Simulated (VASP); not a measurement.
Here is a VASP 6.6.1 calculation.

INCAR

```
ALGO = Normal
EDIFF = 1E-6
ENCUT = 520
GGA = PE
ISIF = 2
ISMEAR = 0
LASPH = True
LCHARG = False
LREAL = False
LWAVE = False
NBANDS = 22
NELM = 80
PREC = Accurate
SIGMA = 0.1
```

Contents of KPOINTS:

```
k-points
0
Gamma
  6 6 6
```

POSCAR

```
ReBiH4
1.0
    0.0000000000      3.2000527993      3.2000527993
    3.2000527993      0.0000000000      3.2000527993
    3.2000527993      3.2000527993      0.0000000000
Re Bi H
1 1 4
Direct
    0.7500000000      0.7500000000      0.7500000000
    0.0000000000      0.0000000000      0.0000000000
    0.3750000000      0.8750000000      0.3750000000
    0.3750000000      0.3750000000      0.8750000000
    0.3750000000      0.3750000000      0.3750000000
    0.8750000000      0.3750000000      0.3750000000
```

Potentials or basis: VASP PAW PBE potentials, release 64 (Re, Bi_d, H).

Launch:

```console
$ cat potpaw_PBE.64/Re/POTCAR potpaw_PBE.64/Bi_d/POTCAR potpaw_PBE.64/H/POTCAR > POTCAR
$ mpirun -np 1 vasp_std > vasp.out
```

(1) What does it give for the pressure?

(2) What does it give for the band gap on the k mesh?

Results:

(1) -7.7 GPa.

(2) zero (band 13 reaches 5.56 eV, above the bottom of band 14 at 4.43 eV).

Caveat: spin-orbit coupling is left out, which moves the levels of the heavy elements.
